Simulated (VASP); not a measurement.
# BaMnO3 (Pm-3m) in VASP: single point with LDA

Aim: the single point of BaMnO3 with LDA.

All numbers are computed with VASP 6.6.1; they aren't measurements. Logs are shortened: lines on timing, memory, paths and dates and some standing lists are left out, and cuts for length are marked.

**1. The cell of the first run**

Symmetry: Pm-3m, No. 221, cubic system. Conventional cell: a = 4.033 Å, b = 4.033 Å, c = 4.033 Å, α = 90.00°, β = 90.00°, γ = 90.00°. Ba (site symmetry m-3m) has 12 O at 2.85 Å and 8 Mn at 3.49 Å within 3.8 Å. Mn (site symmetry m-3m) has 6 O at 2.02 Å within 2.7 Å. O (site symmetry 4/mmm) has 2 Mn at 2.02 Å within 2.7 Å.

**2. Single point, LDA, collinear spin, ferromagnetic start**

Input file INCAR:

```
SYSTEM = BaMnO3
PREC = Accurate
ENCUT = 600
EDIFF = 1E-6
ISMEAR = -1
SIGMA = 0.1
LREAL = .FALSE.
LASPH = .TRUE.
NELM = 200
ALGO = Normal
ISIF = 2
LWAVE = .FALSE.
LCHARG = .FALSE.
ISPIN = 2
MAGMOM = 0 4 0 0 0
LORBIT = 11
LMAXMIX = 4
GGA = CA
NBANDS = 32
GGA_COMPAT = .FALSE.
```

Input file KPOINTS:

```
Automatic mesh
0
G
  5 5 5
  0 0 0
```

Input file POSCAR:

```
BaMnO3
1.0
    4.0333100000      0.0000000000      0.0000000000
    0.0000000000      4.0333100000      0.0000000000
    0.0000000000      0.0000000000      4.0333100000
Ba Mn O
1 1 3
Direct
    0.5000000000      0.5000000000      0.5000000000
    0.0000000000      0.0000000000      0.0000000000
    0.5000000000      0.0000000000      0.0000000000
    0.0000000000      0.0000000000      0.5000000000
    0.0000000000      0.5000000000      0.0000000000
```

Potentials or basis: VASP PAW LDA potentials, release 64 (Ba_sv, Mn_pv, O).

The run is started by

```bash
$ cat potpaw_LDA.64/Ba_sv/POTCAR potpaw_LDA.64/Mn_pv/POTCAR potpaw_LDA.64/O/POTCAR > POTCAR
$ mpirun -np 1 vasp_std > vasp.out
```

OUTCAR:

```text
SYSTEM = BaMnO3
   PREC = Accurate
   ENCUT = 600
   EDIFF = 1E-6
   ISMEAR = -1
   LREAL = .FALSE.
   LASPH = .TRUE.
   NELM = 200
   ISIF = 2
   ISPIN = 2
   LORBIT = 11
   GGA = CA

 ion  position               nearest neighbor table
   1  0.500  0.500  0.500-   3 2.85   4 2.85   5 2.85   3 2.85   5 2.85   3 2.85   4 2.85   3 2.85
                             4 2.85   5 2.85   5 2.85   4 2.85   2 3.49   2 3.49   2 3.49   2 3.49
   2  0.000  0.000  0.000-   3 2.02   4 2.02   5 2.02   4 2.02   5 2.02   3 2.02   1 3.49   1 3.49
                             1 3.49   1 3.49   1 3.49   1 3.49   1 3.49   1 3.49
   3  0.500  0.000  0.000-   2 2.02   2 2.02   1 2.85   1 2.85   1 2.85   1 2.85
   4  0.000  0.000  0.500-   2 2.02   2 2.02   1 2.85   1 2.85   1 2.85   1 2.85
   5  0.000  0.500  0.000-   2 2.02   2 2.02   1 2.85   1 2.85   1 2.85   1 2.85

  LATTYP: Found a simple cubic cell.
 ALAT       =     4.0333100000

  Lattice vectors:

 A1 = (   4.0333100000,   0.0000000000,   0.0000000000)
 A2 = (   0.0000000000,   4.0333100000,   0.0000000000)
 A3 = (   0.0000000000,   0.0000000000,   4.0333100000)

Analysis of symmetry for initial positions (statically):
=====================================================================
 Subroutine PRICEL returns:
 Original cell was already a primitive cell.

 Routine SETGRP: Setting up the symmetry group for a
 simple cubic supercell.

 Subroutine GETGRP returns: Found 48 space group operations
 (whereof 48 operations were pure point group operations)
 out of a pool of 48 trial point group operations.

The static configuration has the point symmetry O_h .

Analysis of symmetry for dynamics (positions and initial velocities):
=====================================================================
 Subroutine PRICEL returns:
 Original cell was already a primitive cell.

 Routine SETGRP: Setting up the symmetry group for a
 simple cubic supercell.

 Subroutine GETGRP returns: Found 48 space group operations
 (whereof 48 operations were pure point group operations)
 out of a pool of 48 trial point group operations.

The dynamic configuration has the point symmetry O_h .

Analysis of structural, dynamic, and magnetic symmetry:
=====================================================================
 Subroutine PRICEL returns:
 Original cell was already a primitive cell.

 Routine SETGRP: Setting up the symmetry group for a
 simple cubic supercell.

 Subroutine GETGRP returns: Found 48 space group operations
 (whereof 48 operations were pure point group operations)
 out of a pool of 48 trial point group operations.

The overall configuration has the point symmetry O_h .

 Subroutine INISYM returns: Found 48 space group operations
 (whereof 48 operations are pure point group operations),
 and found     1 'primitive' translations

----------------------------------------------------------------------------------------

                                     Primitive cell

  volume of cell :      65.6122

  direct lattice vectors                    reciprocal lattice vectors
     4.033310000  0.000000000  0.000000000     0.247935319  0.000000000  0.000000000
     0.000000000  4.033310000  0.000000000     0.000000000  0.247935319  0.000000000
     0.000000000  0.000000000  4.033310000     0.000000000  0.000000000  0.247935319

  length of vectors
     4.033310000  4.033310000  4.033310000     0.247935319  0.247935319  0.247935319

  position of ions in fractional coordinates (direct lattice)
     0.500000000  0.500000000  0.500000000
     0.000000000  0.000000000  0.000000000
     0.500000000  0.000000000  0.000000000
     0.000000000  0.000000000  0.500000000
     0.000000000  0.500000000  0.000000000

  ion indices of the primitive-cell ions
   primitive index   ion index
                 1           1
                 2           2
                 3           3
                 4           4
                 5           5

----------------------------------------------------------------------------------------

 KPOINTS: Automatic mesh

[... 24 lines left out ...]
  0.000000  0.000000  0.000000      1.000000
  0.200000  0.000000  0.000000      6.000000
  0.400000  0.000000  0.000000      6.000000
  0.200000  0.200000  0.000000     12.000000
  0.400000  0.200000  0.000000     24.000000
  0.400000  0.400000  0.000000     12.000000
  0.200000  0.200000  0.200000      8.000000
  0.400000  0.200000  0.200000     24.000000
  0.400000  0.400000  0.200000     24.000000
  0.400000  0.400000  0.400000      8.000000
   k-points           NKPTS =     10   k-points in BZ     NKDIM =     10   number of bands    NBANDS=     32
   number of dos      NEDOS =    301   number of ions     NIONS =      5
   total plane-waves  NPLWV =  32768
   dimension x,y,z NGX =    32 NGY =   32 NGZ =   32
   dimension x,y,z NGXF=    64 NGYF=   64 NGZF=   64
   ions per type =               1   1   3
   NGX,Y,Z   is equivalent  to a cutoff of  13.19, 13.19, 13.19 a.u.
   NGXF,Y,Z  is equivalent  to a cutoff of  26.38, 26.38, 26.38 a.u.
 SYSTEM =  BaMnO3
   PREC   = accura    normal or accurate (medium, high low for compatibility)
   ISTART =      0    job   : 0-new  1-cont  2-samecut
   ICHARG =      2    charge: 1-file 2-atom 10-const
   ISPIN  =      2    spin polarized calculation?
   LNONCOLLINEAR =      F non collinear calculations
   LSORBIT =      F    spin-orbit coupling
   LASPH  =      T    aspherical Exc in radial PAW
   ENCUT  =  600.0 eV  44.10 Ry    6.64 a.u.   8.06  8.06  8.06*2*pi/ulx,y,z
   NELM   =    200;   NELMIN=  2; NELMDL= -5     # of ELM steps
   EDIFF  = 0.1E-05   stopping-criterion for ELM
   LREAL  =      F    real-space projection
   EDIFFG = 0.1E-04   stopping-criterion for IOM
   NSW    =      0    number of steps for IOM
   IBRION =     -1    ionic relax: 0-MD 1-quasi-New 2-CG
   NFREE  =      0    steps in history (QN), initial steepest desc. (CG)
   ISIF   =      2    stress and relaxation
   ISYM   =      2    0-nonsym 1-usesym 2-fastsym
   POTIM  = 0.5000    time-step for ionic-motion
   TEBEG  =    0.0;   TEEND  =   0.0 temperature during run
   PSTRESS=    0.0 pullay stress
   NELECT =      41.0000    total number of electrons
   NUPDOWN=      -1.0000    fix difference up-down
   EMIN   =  10.00;   EMAX   =-10.00  energy-range for DOS
   EFERMI =   0.00;   METHOD = LEGACY
   ISMEAR =    -1;   SIGMA  =   0.10  broadening in eV -4-tet -1-fermi 0-gaus
   EFERMI_NEDOS =   21; number of points for ismear=-14 and -15
   IALGO  =     38    algorithm
   IMIX   =      4    mixing-type and parameters
     AMIX     =   0.40;   BMIX     =  1.00
     AMIX_MAG =   1.60;   BMIX_MAG =  1.00
  volume/ion in A,a.u.               =      13.12        88.55
  Fermi-wavevector in a.u.,A,eV,Ry     =   1.399613  2.644884 26.652663  1.958915
  Thomas-Fermi vector in A             =   2.522655
   LORBIT       =     11    0 simple, 1 ext, 2 COOP (PROOUT), +10 PAW based schemes
   GGA     = CA    functional components
   LHFCALC =     F    Hartree Fock is set to
   AEXX    =    0.0000 exact exchange contribution
   IVDW    =     0    specifies the selected vdW correction
   LEPSILON=     F    determine dielectric tensor
   LRPA    =     F    only Hartree local field effects (RPA)
 spin polarized calculation
  energy-cutoff  :      600.00
  volume of cell :       65.61
 maximum number of plane-waves:      2221
   NGX = 17   NGY = 17   NGZ = 17

 number of electron      41.0000031 magnetization       3.0208786

 Free energy of the ion-electron system (eV)
  ---------------------------------------------------
  ext. energy  EPLUGINS =         0.00000000
  ---------------------------------------------------
  free energy    TOTEN  =       -40.02446651 eV

  energy without entropy =      -39.92113670  energy(sigma->0) =      -39.97280160

 E-fermi :   2.9380     XC(G=0): -11.6072

 val. band max:        2.8803504421   @ k =   0.4000   0.0000   0.0000
 cond. band min:       2.9592732583   @ k =   0.4000   0.4000   0.4000
 fundamental gap:      0.0789228162
 Fermi energy:         2.9379935015

 spin component 1

 k-point     1 :       0.0000    0.0000    0.0000
  band No.  band energies     occupation
      1     -46.6275      1.00000
      2     -46.6275      1.00000
      3     -46.6275      1.00000
      4     -21.8831      1.00000
      5     -14.1440      1.00000
      6     -13.1590      1.00000
[... 339 lines left out ...]
     31      16.3359      0.00000
     32      16.7377      0.00000
 Fermi energy:         2.9379935015

 spin component 2

 k-point     1 :       0.0000    0.0000    0.0000
  band No.  band energies     occupation
      1     -43.7530      1.00000
      2     -43.7530      1.00000
      3     -43.7530      1.00000
      4     -21.8774      1.00000
      5     -14.0432      1.00000
      6     -13.0514      1.00000
[... 339 lines left out ...]
     31      16.6483      0.00000
     32      17.1033      0.00000

------------------------ aborting loop because EDIFF is reached ----------------------------------------

  FORCE on cell =-STRESS in cart. coord.  units (eV):
  Direction    XX          YY          ZZ          XY          YZ          ZX
  --------------------------------------------------------------------------------------
  -------------------------------------------------------------------------------------
  Total       -7.3530746     -7.3530746     -7.3530746      0.0000000      0.0000000     -0.0000000
  in kB     -179.5538608   -179.5538608   -179.5538608      0.0000000      0.0000000     -0.0000000
  external PRESSURE =    -179.5538608 kB  Pullay stress =       0.0000000 kB

 VOLUME and BASIS-vectors are now :
 -----------------------------------------------------------------------------
  energy-cutoff  :      600.00
  volume of cell :       65.61
      direct lattice vectors                 reciprocal lattice vectors
     4.033310000  0.000000000  0.000000000     0.247935319  0.000000000  0.000000000
     0.000000000  4.033310000  0.000000000     0.000000000  0.247935319  0.000000000
     0.000000000  0.000000000  4.033310000     0.000000000  0.000000000  0.247935319

 POSITION                                       TOTAL-FORCE (eV/Angst)
 -----------------------------------------------------------------------------------
      2.01666      2.01666      2.01666         0.000000      0.000000      0.000000
      0.00000      0.00000      0.00000         0.000000      0.000000      0.000000
      2.01666      0.00000      0.00000         0.000000      0.000000      0.000000
      0.00000      0.00000      2.01666         0.000000      0.000000      0.000000
      0.00000      2.01666      0.00000         0.000000      0.000000      0.000000
 -----------------------------------------------------------------------------------
    total drift:                                0.000000      0.000000     -0.000000

  FREE ENERGIE OF THE ION-ELECTRON SYSTEM (eV)
  ---------------------------------------------------
  free  energy   TOTEN  =       -40.0244665081 eV

  energy  without entropy=      -39.9211366957  energy(sigma->0) =      -39.97280160

 total charge

# of ion       s       p       d       tot
------------------------------------------
    1        2.002   5.623   0.311   7.936
    2        0.280   6.314   4.824  11.418
    3        1.549   3.364   0.000   4.913
    4        1.549   3.364   0.000   4.913
    5        1.549   3.364   0.000   4.913
--------------------------------------------------
tot          6.929  22.030   5.135  34.094

 magnetization (x)

# of ion       s       p       d       tot
------------------------------------------
    1        0.001  -0.003   0.009   0.007
    2        0.011   0.009   2.777   2.797
    3        0.004   0.026   0.000   0.031
    4        0.004   0.026   0.000   0.031
    5        0.004   0.026   0.000   0.031
--------------------------------------------------
tot          0.025   0.085   2.785   2.895
```

Wall time 36 s (1 thread of AMD EPYC 7R43 (Zen 3), shared host); peak memory 0.16 GiB.

What came out:

- Free energy: -40.0245 eV
- Pressure: -18.0 GPa
- Band gap on the k mesh: zero (filled and empty bands overlap)
- Net moment: 3.02 μB per cell
- Site moments: Ba +0.01; Mn +2.80; O +0.03 μB
- Valence electrons inside the program's atomic spheres: Ba 7.94; Mn 11.42; O 4.91

Caveat: the cell stands under tension; spin-orbit coupling is left out, which moves the levels of the heavy elements; a cell with one magnetic atom can't hold antiferromagnetic order, which such compounds often take; semilocal functionals often make such compounds metallic where correlation or magnetic order opens a gap, which also shifts bond lengths.

The gap in the log of VASP goes by the Fermi energy; the results here count the filled bands.